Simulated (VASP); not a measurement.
# HfZr3Se8 (P-3m1) in VASP: relaxation of cell and atoms with PBE

Aim: the relaxation of cell and atoms of HfZr3Se8 with PBE.

Program: VASP 6.6.1. These are calculated values, not measurements. Logs are shortened: lines on timing, memory, paths and dates and some standing lists are left out, and cuts for length are marked.

## Step 1: The cell of the first run

Symmetry: P-3m1, No. 164, trigonal system. Conventional cell: a = 7.584 Å, b = 7.584 Å, c = 6.921 Å, α = 90.00°, β = 90.00°, γ = 120.00°. Zr (site symmetry 2/m) has 6 Se at 2.70 to 2.71 Å within 3.6 Å. Hf (site symmetry -3m) has 6 Se at 2.69 Å within 3.5 Å. Within 3.5 Å of Se (site symmetry m) lie 1 Hf at 2.69 Å and 2 Zr at 2.71 Å. Within 3.6 Å of Se (site symmetry 3m) lie 3 Zr at 2.70 Å.

## Step 2: Relaxation of cell and atoms, PBE

INCAR reads:

```
PREC     = Accurate       # precision mode
ENCUT    = 600            # plane-wave cutoff, eV
EDIFF    = 1E-6           # SCF threshold, eV
ISMEAR   = 0              # smearing method
SIGMA    = 0.02           # smearing width, eV
LREAL    = F              # projectors in reciprocal space
LASPH    = T              # aspherical terms in the spheres
NELM     = 60             # most SCF steps
ALGO     = Normal         # electronic algorithm
ISIF     = 3              # what is computed and relaxed
LWAVE    = F              # write WAVECAR
LCHARG   = F              # write CHGCAR
GGA      = PE             # functional
IBRION   = 2              # ionic algorithm
NSW      = 100            # ionic steps
EDIFFG   = -0.01          # ionic threshold
KPAR     = 8
```

KPOINTS reads:

```
regular mesh
0
Gamma
  6 6 6
```

POSCAR reads:

```
HfZr3Se8
1.0
    7.5836549000      0.0000000000      0.0000000000
   -3.7918274000      6.5676378000      0.0000000000
    0.0000000000      0.0000000000      6.9209960000
Zr Hf Se
3 1 8
Direct
    0.0000000000      0.5000000000      0.0000000000
    0.5000000000      0.0000000000      0.0000000000
    0.5000000000      0.5000000000      0.0000000000
    0.0000000000      0.0000000000      0.0000000000
    0.3311560000      0.1655780000      0.7715660000
    0.3333333000      0.6666667000      0.7709960000
    0.8344220000      0.1655780000      0.7715660000
    0.8344220000      0.6688440000      0.7715660000
    0.1655780000      0.3311560000      0.2284340000
    0.1655780000      0.8344220000      0.2284340000
    0.6666667000      0.3333333000      0.2290040000
    0.6688440000      0.8344220000      0.2284340000
```

Potentials or basis: VASP PAW PBE potentials, release 64 (Zr_sv, Hf_pv, Se).

On the command line:

```bash
cat potpaw_PBE.64/Zr_sv/POTCAR potpaw_PBE.64/Hf_pv/POTCAR potpaw_PBE.64/Se/POTCAR > POTCAR
mpirun -np 8 vasp_std > vasp.out
```

OUTCAR:

```text
PREC = Accurate
   ENCUT = 600
   EDIFF = 1E-6
   ISMEAR = 0
   LREAL = F
   LASPH = T
   NELM = 60
   ISIF = 3
   GGA = PE
   IBRION = 2
   NSW = 100
   EDIFFG = -0.01

 ion  position               nearest neighbor table
   1  0.000  0.500  0.000-   6 2.70  11 2.70   9 2.71   8 2.71  10 2.71   7 2.71   4 3.79   4 3.79
                             3 3.79   3 3.79   2 3.79   2 3.79
   2  0.500  0.000  0.000-   6 2.70  11 2.70   5 2.71  12 2.71   7 2.71  10 2.71   3 3.79   3 3.79
                             4 3.79   4 3.79   1 3.79   1 3.79
   3  0.500  0.500  0.000-   6 2.70  11 2.70   5 2.71  12 2.71   8 2.71   9 2.71   2 3.79   2 3.79
                             1 3.79   1 3.79   4 3.79   4 3.79
   4  0.000  0.000  0.000-   7 2.69  10 2.69   9 2.69   8 2.69   5 2.69  12 2.69   1 3.79   1 3.79
                             2 3.79   2 3.79   3 3.79   3 3.79
   5  0.331  0.166  0.772-   4 2.69   2 2.71   3 2.71
   6  0.333  0.667  0.771-   2 2.70   1 2.70   3 2.70
   7  0.834  0.166  0.772-   4 2.69   1 2.71   2 2.71
   8  0.834  0.669  0.772-   4 2.69   1 2.71   3 2.71
   9  0.166  0.331  0.228-   4 2.69   1 2.71   3 2.71
  10  0.166  0.834  0.228-   4 2.69   1 2.71   2 2.71
  11  0.667  0.333  0.229-   2 2.70   1 2.70   3 2.70
  12  0.669  0.834  0.228-   4 2.69   2 2.71   3 2.71

  LATTYP: Found a hexagonal cell.
 ALAT       =     7.5836549000
 C/A-ratio  =     0.9126201141

  Lattice vectors:

 A1 = (   7.5836549000,   0.0000000000,   0.0000000000)
 A2 = (  -3.7918274000,   6.5676378000,   0.0000000000)
 A3 = (   0.0000000000,   0.0000000000,   6.9209960000)

Analysis of symmetry for initial positions (statically):
=====================================================================
 Subroutine PRICEL returns:
 Original cell was already a primitive cell.

 Routine SETGRP: Setting up the symmetry group for a
 hexagonal supercell.

 Subroutine GETGRP returns: Found 12 space group operations
 (whereof 12 operations were pure point group operations)
 out of a pool of 24 trial point group operations.

The static configuration has the point symmetry D_3d.

Analysis of symmetry for dynamics (positions and initial velocities):
=====================================================================
 Subroutine PRICEL returns:
 Original cell was already a primitive cell.

 Routine SETGRP: Setting up the symmetry group for a
 hexagonal supercell.

 Subroutine GETGRP returns: Found 12 space group operations
 (whereof 12 operations were pure point group operations)
 out of a pool of 24 trial point group operations.

The dynamic configuration has the point symmetry D_3d.

 Subroutine INISYM returns: Found 12 space group operations
 (whereof 12 operations are pure point group operations),
 and found     1 'primitive' translations

----------------------------------------------------------------------------------------

                                     Primitive cell

  volume of cell :     344.7120

  direct lattice vectors                    reciprocal lattice vectors
     7.583654900  0.000000000  0.000000000     0.131862540  0.076130872  0.000000000
    -3.791827400  6.567637800  0.000000000     0.000000000  0.152261746  0.000000000
     0.000000000  0.000000000  6.920996000     0.000000000  0.000000000  0.144487874

  length of vectors
     7.583654900  7.583654878  6.920996000     0.152261746  0.152261746  0.144487874

  position of ions in fractional coordinates (direct lattice)
     0.000000000  0.500000000  0.000000000
     0.500000000  0.000000000  0.000000000
     0.500000000  0.500000000  0.000000000
     0.000000000  0.000000000  0.000000000
     0.331156000  0.165578000  0.771566000
     0.333333300  0.666666700  0.770996000
     0.834422000  0.165578000  0.771566000
     0.834422000  0.668844000  0.771566000
     0.165578000  0.331156000  0.228434000
     0.165578000  0.834422000  0.228434000
     0.666666700  0.333333300  0.229004000
     0.668844000  0.834422000  0.228434000

  ion indices of the primitive-cell ions
   primitive index   ion index
                 1           1
                 2           2
                 3           3
                 4           4
                 5           5
                 6           6
                 7           7
                 8           8
                 9           9
                10          10
                11          11
                12          12

----------------------------------------------------------------------------------------

 KPOINTS: regular mesh

Automatic generation of k-mesh.
 Grid dimensions read from file:
 generate k-points for:    6    6    6

 Generating k-lattice:

  Cartesian coordinates                     Fractional coordinates (reciprocal lattice)
     0.021977090  0.012688479  0.000000000     0.166666667  0.000000000  0.000000000
     0.000000000  0.025376958  0.000000000     0.000000000  0.166666667  0.000000000
     0.000000000  0.000000000  0.024081312     0.000000000  0.000000000  0.166666667

  Length of vectors
     0.025376958  0.025376958  0.024081312

  Shift w.r.t. Gamma in fractional coordinates (k-lattice)
     0.000000000  0.000000000  0.000000000

 Subroutine IBZKPT returns following result:
 ===========================================

 Found     34 irreducible k-points:

 Following reciprocal coordinates:
            Coordinates               Weight
  0.000000  0.000000  0.000000      1.000000
  0.166667  0.000000  0.000000      6.000000
  0.333333  0.000000  0.000000      6.000000
  0.500000  0.000000  0.000000      3.000000
  0.166667  0.166667  0.000000      6.000000
  0.333333  0.166667  0.000000     12.000000
[... 16 lines left out ...]
  0.500000  0.000000  0.333333      6.000000
  0.166667  0.166667  0.333333     12.000000
 [... further k-points ...]
   k-points           NKPTS =     34   k-points in BZ     NKDIM =     34   number of bands    NBANDS=     56
   number of dos      NEDOS =    301   number of ions     NIONS =     12
   total plane-waves  NPLWV = 229376
   dimension x,y,z NGX =    64 NGY =   64 NGZ =   56
   dimension x,y,z NGXF=   128 NGYF=  128 NGZF=  112
   ions per type =               3   1   8
   NGX,Y,Z   is equivalent  to a cutoff of  14.03, 14.03, 13.45 a.u.
   NGXF,Y,Z  is equivalent  to a cutoff of  28.06, 28.06, 26.90 a.u.
 SYSTEM =  unknown system
   PREC   = accura    normal or accurate (medium, high low for compatibility)
   ISTART =      0    job   : 0-new  1-cont  2-samecut
   ICHARG =      2    charge: 1-file 2-atom 10-const
   ISPIN  =      1    spin polarized calculation?
   LNONCOLLINEAR =      F non collinear calculations
   LSORBIT =      F    spin-orbit coupling
   LASPH  =      T    aspherical Exc in radial PAW
   ENCUT  =  600.0 eV  44.10 Ry    6.64 a.u.  15.15 15.15 13.82*2*pi/ulx,y,z
   NELM   =     60;   NELMIN=  2; NELMDL= -5     # of ELM steps
   EDIFF  = 0.1E-05   stopping-criterion for ELM
   LREAL  =      F    real-space projection
   EDIFFG = -.1E-01   stopping-criterion for IOM
   NSW    =    100    number of steps for IOM
   IBRION =      2    ionic relax: 0-MD 1-quasi-New 2-CG
   NFREE  =      1    steps in history (QN), initial steepest desc. (CG)
   ISIF   =      3    stress and relaxation
   ISYM   =      2    0-nonsym 1-usesym 2-fastsym
   POTIM  = 0.5000    time-step for ionic-motion
   TEBEG  =    0.0;   TEEND  =   0.0 temperature during run
   PSTRESS=    0.0 pullay stress
   NELECT =      94.0000    total number of electrons
   NUPDOWN=      -1.0000    fix difference up-down
   EMIN   =  10.00;   EMAX   =-10.00  energy-range for DOS
   EFERMI =   0.00;   METHOD = LEGACY
   ISMEAR =     0;   SIGMA  =   0.02  broadening in eV -4-tet -1-fermi 0-gaus
   EFERMI_NEDOS =   21; number of points for ismear=-14 and -15
   IALGO  =     38    algorithm
   IMIX   =      4    mixing-type and parameters
     AMIX     =   0.40;   BMIX     =  1.00
     AMIX_MAG =   1.60;   BMIX_MAG =  1.00
  volume/ion in A,a.u.               =      28.73       193.85
  Fermi-wavevector in a.u.,A,eV,Ry     =   1.061611  2.006154 15.334004  1.127018
  Thomas-Fermi vector in A             =   2.197033
   LORBIT       =      0    0 simple, 1 ext, 2 COOP (PROOUT), +10 PAW based schemes
   GGA     = PE    functional components
   LHFCALC =     F    Hartree Fock is set to
   AEXX    =    0.0000 exact exchange contribution
   IVDW    =     0    specifies the selected vdW correction
   LEPSILON=     F    determine dielectric tensor
   LRPA    =     F    only Hartree local field effects (RPA)
 conjugate gradient relaxation of ions
 non-spin polarized calculation
 Gauss-broadening in eV      SIGMA  =   0.02
  energy-cutoff  :      600.00
  volume of cell :      344.71
 maximum number of plane-waves:     11559
 NGX is ok and might be reduce to    64
   NGX = 31   NGY = 31   NGZ = 27

--------------------------------------- Ionic step        1  -------------------------------------------

 number of electron      93.9999998 magnetization

 Free energy of the ion-electron system (eV)
  ---------------------------------------------------
  ext. energy  EPLUGINS =         0.00000000
  ---------------------------------------------------
  free energy    TOTEN  =       -79.79008005 eV

  energy without entropy =      -79.79008005  energy(sigma->0) =      -79.79008005

------------------------ aborting loop because EDIFF is reached ----------------------------------------

  FORCE on cell =-STRESS in cart. coord.  units (eV):
  Direction    XX          YY          ZZ          XY          YZ          ZX
  --------------------------------------------------------------------------------------
  -------------------------------------------------------------------------------------
  Total       -0.0462284     -0.0462284     -0.0556609     -0.0000000      0.0000000      0.0000000
  in kB       -0.2148639     -0.2148639     -0.2587048     -0.0000000      0.0000000      0.0000000
  external PRESSURE =      -0.2294775 kB  Pullay stress =       0.0000000 kB
[... 123 lines left out ...]
  energy  without entropy=      -79.7902939074  energy(sigma->0) =      -79.79029391

--------------------------------------- Ionic step        4  -------------------------------------------

 number of electron      93.9999998 magnetization

 Free energy of the ion-electron system (eV)
  ---------------------------------------------------
  ext. energy  EPLUGINS =         0.00000000
  ---------------------------------------------------
  free energy    TOTEN  =       -79.79034477 eV

  energy without entropy =      -79.79034477  energy(sigma->0) =      -79.79034477

 E-fermi :   2.9773     XC(G=0):  -8.8025

 val. band max:        2.8942092541   @ k =   0.0000   0.0000   0.0000
 cond. band min:       3.3013641474   @ k =   0.0000   0.0000   0.5000
 fundamental gap:      0.4071548933
 Fermi energy:         2.9773349581

 k-point     1 :       0.0000    0.0000    0.0000
  band No.  band energies     occupation
      1     -46.6010      2.00000
      2     -46.5920      2.00000
      3     -46.5920      2.00000
      4     -28.3414      2.00000
      5     -28.3414      2.00000
      6     -28.3313      2.00000
[... 1405 lines left out ...]
     55       5.4931      0.00000
     56       5.5302      0.00000

 [... further k-points ...]

------------------------ aborting loop because EDIFF is reached ----------------------------------------

  FORCE on cell =-STRESS in cart. coord.  units (eV):
  Direction    XX          YY          ZZ          XY          YZ          ZX
  --------------------------------------------------------------------------------------
  -------------------------------------------------------------------------------------
  Total       -0.0183201     -0.0183201     -0.0195217     -0.0000000     -0.0000000      0.0000000
  in kB       -0.0851470     -0.0851470     -0.0907318     -0.0000000     -0.0000000      0.0000000
  external PRESSURE =      -0.0870086 kB  Pullay stress =       0.0000000 kB
[... 27 lines left out ...]
  FREE ENERGIE OF THE ION-ELECTRON SYSTEM (eV)
  ---------------------------------------------------
  free  energy   TOTEN  =       -79.7903447671 eV

  energy  without entropy=      -79.7903447671  energy(sigma->0) =      -79.79034477

 reached required accuracy - stopping structural energy minimisation
```

Wall time 7.4 min (8 MPI ranks of Intel Xeon Platinum 8488C (Sapphire Rapids), shared host); peak memory 1 GiB.

What came out:

* Free energy: -79.7903 eV
* Energy gained by relaxing: 0.0 meV/atom
* Ionic steps: 4
* Pressure after relaxing: 0.0 GPa
* Largest force after relaxing: 0.005 eV/Å
* Band gap on the k mesh: 0.41 eV (least direct gap 0.45 eV)

Forces on the atoms (eV/Å):
```
Zr   0.000  0.000  0.000
Zr   0.000  0.000  0.000
Zr   0.000  0.000  0.000
Hf   0.000  0.000  0.000
Se   0.001  0.001  0.004
Se   0.000  0.000  0.005
Se  -0.001  0.001  0.004
Se   0.000 -0.001  0.004
Se   0.000  0.001 -0.004
Se   0.001 -0.001 -0.004
Se   0.000  0.000 -0.005
Se  -0.001 -0.001 -0.004
```

Step by step:
| step | energy change (eV) | largest force (eV/Å) | pressure (GPa) | volume (Å³) |
| --- | --- | --- | --- | --- |
| 1 | 0.0000 | 0.0292 | -0.02 | 344.71 |
| 2 | -0.0002 | 0.0143 | 0.03 | 344.51 |
| 3 | -0.0002 | 0.0132 | 0.04 | 344.43 |
| 4 | -0.0003 | 0.0051 | -0.01 | 344.72 |

Final structure:
```
Zr Hf Se
1.0
     7.58398    0.00000    0.00000
    -3.79199    6.56792    0.00000
     0.00000    0.00000    6.92059
Zr Hf Se
3 1 8
Direct
  0.00000 0.50000 0.00000
  0.50000 0.00000 0.00000
  0.50000 0.50000 0.00000
  0.00000 0.00000 0.00000
  0.33072 0.16536 0.77164
  0.33333 0.66667 0.77075
  0.83464 0.16536 0.77164
  0.83464 0.66928 0.77164
  0.16536 0.33072 0.22836
  0.16536 0.83464 0.22836
  0.66667 0.33333 0.22925
  0.66928 0.83464 0.22836
```

Levels at points of the mesh, in eV from the valence-band top:
```
           k point  band 43  band 44  band 45  band 46  band 47  band 48  band 49  band 50  band 51  band 52
(0.00, 0.00, 0.00)    -1.15    -1.11    -0.54     0.00     0.00     0.52     0.58     0.58     1.20     1.20
(0.50, 0.00, 0.00)    -1.43    -0.99    -0.96    -0.68    -0.66     0.85     0.96     1.62     1.77     2.17
(0.00, 0.00, 0.50)    -1.06    -1.06    -1.02    -0.04    -0.04     0.41     0.45     0.45     1.19     1.19
(0.50, 0.00, 0.50)    -1.48    -0.98    -0.98    -0.95    -0.94     0.82     0.93     1.64     1.80     1.91
```

Caveat: semilocal functionals underestimate gaps, and a narrow one can read as zero; spin-orbit coupling is left out, which moves the levels of the heavy elements; this functional lacks dispersion, which binds layers or chains, so the pressure and a relaxed spacing across them are unreliable.
